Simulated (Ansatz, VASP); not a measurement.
## Two plane-wave programs on K2NaBCl6

```
K Na B Cl
1.0
     5.37288    0.00000    0.00000
     0.00000    5.37288    0.00000
     0.00000    0.00000    9.11551
K Na B Cl
2 1 1 6
Direct
  0.50000 0.50000 0.25588
  0.50000 0.50000 0.74412
  0.00000 0.00000 0.50000
  0.00000 0.00000 0.00000
  0.50000 0.00000 0.00000
  0.50000 0.00000 0.50000
  0.00000 0.50000 0.00000
  0.00000 0.50000 0.50000
  0.00000 0.00000 0.18730
  0.00000 0.00000 0.81270
```

Alike in both runs: functional PBE; k mesh 4 × 4 × 2; occupations gaussian, width 0.1 eV; no spin polarisation.

Ansatz relaxed the structure, and its values are those at the end. VASP's run is a single point on that final structure, the one shown.

```csv
,VASP,Ansatz
version,VASP 6.6.1,Ansatz 0.2.0
potentials or method,"VASP PAW PBE potentials, release 64 (K_sv, Na_pv, B, Cl), cutoff 520 eV","scalar-relativistic, plane waves, PAW"
valence electrons in the cell,70,72
```

|  | VASP | Ansatz | Ansatz less VASP |
| --- | --- | --- | --- |
| gap on the k mesh at the Fermi level (eV) | 2.62 | 2.60 | -0.027 |
| least direct gap on the mesh (eV) | 2.62 | 2.60 | -0.027 |
| pressure (GPa) | 0.0 | 0.1 | +0.10 |
| rms of the force components (eV/Å) | 0.027 | 0.003 | -0.0236 |

VASP's potentials hold 70 valence electrons a cell and Ansatz's 72, so a difference there can come from the potentials and not from the codes.
